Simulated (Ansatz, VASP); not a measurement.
One calculation of ZnCu, two programs

File INCAR:

```
PREC = Accurate
ENCUT = 520
EDIFF = 1E-7
ISMEAR = 0
SIGMA = 0.1
LREAL = F
LASPH = T
NELM = 60
ALGO = Normal
ISIF = 2
LWAVE = F
LCHARG = F
GGA = PE
NBANDS = 18
```

File KPOINTS:

```
regular mesh
0
Gamma
  14 14 14
```

The input POSCAR:

```
ZnCu
1.0
    3.0212989806      0.0000000000      0.0000000000
    0.0000000000      3.0212989806      0.0000000000
    0.0000000000      0.0000000000      3.0212989806
Zn Cu
1 1
Direct
    0.5000000000      0.5000000000      0.5000000000
    0.0000000000      0.0000000000      0.0000000000
```

Input for Ansatz:

```yaml
crystal:
  lattice:
    - [3.0212989744, 0.0, 0.0]
    - [0.0, 3.0212989744, 0.0]
    - [0.0, 0.0, 3.0212989744]
  atoms:
    - { symbol: Zn, position: [0.5, 0.5, 0.5] }
    - { symbol: Cu, position: [0.0, 0.0, 0.0] }
basis:
  ecutwfc: 420
kpoints:
  mp_grid: { grid: [14, 14, 14] }
hamiltonian:
  xc: pbe
scf:
  occupations: { method: gaussian, width: 0.1 }
output:
  forces: true
  stress: true
  eigenvalues: true
  write_density: true
  write_potential: true
  elf: true
  volumetric_format: npy
```

Alike in both runs: task single point; functional PBE; k mesh 14 × 14 × 14; occupations gaussian, width 0.1 eV; no spin polarisation.

```csv
,VASP,Ansatz
version,VASP 6.6.1,Ansatz 0.2.0
potentials or method,"VASP PAW PBE potentials, release 64 (Zn, Cu), cutoff 520 eV","scalar-relativistic, plane waves, PAW"
valence electrons in the cell,23,31
```

|  | VASP | Ansatz | Ansatz less VASP |
| --- | --- | --- | --- |
| gap on the k mesh at the Fermi level (eV) | none | none | - |
| pressure (GPa) | -5.3 | -5.8 | -0.45 |

A gap of «none» marks a metal or a gap that the smearing closes. With one functional, cell and mesh, what is left measures potentials, basis and numerics. VASP's potentials hold 23 valence electrons a cell and Ansatz's 31, so a difference there can come from the potentials and not from the codes.
